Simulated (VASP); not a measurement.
Write the native input for VASP 6.6.1 that does the following.

* Task: single point
* Functional: PBE
* Potentials or basis: VASP PAW PBE potentials, release 64 (Si)
* Cutoff: 520 eV
* k mesh: 8 × 8 × 6
* Occupations: gaussian, width 0.05 eV
* Spin: no spin polarisation
* Dipole correction: no
* Further INCAR settings: ALGO = Normal; EDIFF = 1e-06; NBANDS = 16

The structure of Si lies in POSCAR:

```
Si
1.0
    0.0000000000     -2.6663917402     -2.6663917402
    0.0000000000      2.6663917402     -2.6663917402
    5.3327834804      0.0000000000      0.0000000000
Si
4
Direct
    0.5039640536      0.5145972412      0.0000000000
   -0.0039640536     -0.0145972412      0.5000000000
    1.0039640536      0.4854027588      0.2500000000
    0.4960359464      0.0145972412      0.7500000000
```

This cell differs from its parent crystal: atoms displaced along a vibrational mode, the cell strained.

The input as run:

INCAR

```
SYSTEM = Si
ALGO = Normal
EDIFF = 1E-6
ENCUT = 520
GGA = PE
ISIF = 2
ISMEAR = 0
LASPH = .TRUE.
LCHARG = .FALSE.
LREAL = .FALSE.
LWAVE = .FALSE.
NBANDS = 16
NELM = 60
PREC = Accurate
SIGMA = 0.05
```

KPOINTS

```
k-points
0
G
  8 8 6
  0 0 0
```

Potentials or basis: VASP PAW PBE potentials, release 64 (Si).

Run with:

```bash
$ cat potpaw_PBE.64/Si/POTCAR > POTCAR
$ mpirun -np 1 vasp_std > vasp.out
```

It gave:

- Pressure: 7.7 GPa
- Largest force: 0.092 eV/Å
- Band gap on the k mesh: 0.49 eV

Caveat: the cell differs from its parent crystal (atoms displaced along a vibrational mode, the cell strained); the cell stands under pressure.

Run time: 34 s on 1 thread of Intel(R) Xeon(R) 6975P-C (Granite Rapids) (shared host), peak memory 0.22 GiB.
